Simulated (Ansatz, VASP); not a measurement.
## One calculation of MgCd3O4, two programs

```xyz
8
Lattice="4.6811 0.0000 0.0000 0.0000 4.6811 0.0000 0.0000 0.0000 4.6811" Properties=species:S:1:pos:R:3 pbc="T T T"
Mg    2.3405    2.3405    2.3405
Cd    2.3405    0.0000    0.0000
Cd    0.0000    0.0000    2.3405
Cd    0.0000    2.3405    0.0000
O     0.0000    2.3405    2.3405
O     2.3405    2.3405    0.0000
O     0.0000    0.0000    0.0000
O     2.3405    0.0000    2.3405
```

Alike in both runs: task single point; functional PBE; k mesh 4 × 4 × 4; occupations gaussian, width 0.1 eV; collinear spin.

|  | VASP | Ansatz |
| --- | --- | --- |
| version | VASP 6.6.1 | Ansatz 0.2.0 |
| potentials or method | VASP PAW PBE potentials, release 64 (Mg, Cd, O), cutoff 520 eV | scalar-relativistic, plane waves, PAW |
| valence electrons in the cell | 62 | 94 |

Ansatz gave:

```
gap on the k mesh at the Fermi level (eV) : none
pressure (GPa)                            : 0.0
net moment per atom (μB)                  : 0.00
```

What did VASP give for the same quantities?

gap on the k mesh at the Fermi level (eV): none; pressure (GPa): 1.0; net moment per atom (μB): 0.00.

A gap of «none» marks a metal or a gap that the smearing closes. The functional is the same, so the differences come from potentials, cutoffs and numerics. VASP's potentials hold 62 valence electrons a cell and Ansatz's 94, so a difference there can come from the potentials and not from the codes. Ansatz's warnings: seeded moment not kept.
